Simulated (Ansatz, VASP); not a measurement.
# PtS2: VASP and Ansatz over several settings

```xyz
3
Lattice="3.5667 0.0000 0.0000 -1.7833 3.0888 0.0000 0.0000 0.0000 5.0722" Properties=species:S:1:pos:R:3 pbc="T T T"
Pt    0.0000    0.0000    0.0000
S     1.7833    1.0296    3.9208
S     0.0000    2.0592    1.1514
```

Single points on this cell with VASP 6.6.1 and Ansatz 0.2.0. Each row is one pair of runs. Alike in all rows: spin: off; smearing: fermi-dirac, width 0.05 eV; VASP's potentials, cutoff: VASP PAW PBE potentials, release 64 (Pt, S), 520 eV.

```csv
level,k mesh,"Ansatz's potentials, cutoff","gap on the k mesh at the Fermi level (eV), VASP","gap on the k mesh at the Fermi level (eV), Ansatz","least direct gap on the mesh (eV), VASP","least direct gap on the mesh (eV), Ansatz","pressure (GPa), VASP","pressure (GPa), Ansatz"
PBE,7 × 7 × 5,"Ansatz PAW, 420 eV",0.88,?,1.15,?,7.8,?
r2SCAN,7 × 7 × 5,"Ansatz PAW, 500 eV",1.03,1.03,1.32,1.32,5.9,5.9
r2SCAN,9 × 9 × 5,"Ansatz PAW, 500 eV",1.17,1.17,1.23,1.24,5.9,5.9
```

Q: Fill in what Ansatz gave in row 1.

A: gap on the k mesh at the Fermi level (eV): 0.87; least direct gap on the mesh (eV): 1.14; pressure (GPa): 8.3.

VASP's potentials hold 22 valence electrons a cell and Ansatz's 30, so a difference there can come from the potentials and not from the codes.

Spin-orbit coupling is off throughout. Noted on Ansatz's runs: odd divisions of the mesh miss points on the zone boundary, where band edges often lie, so the gap on the mesh can be too wide.
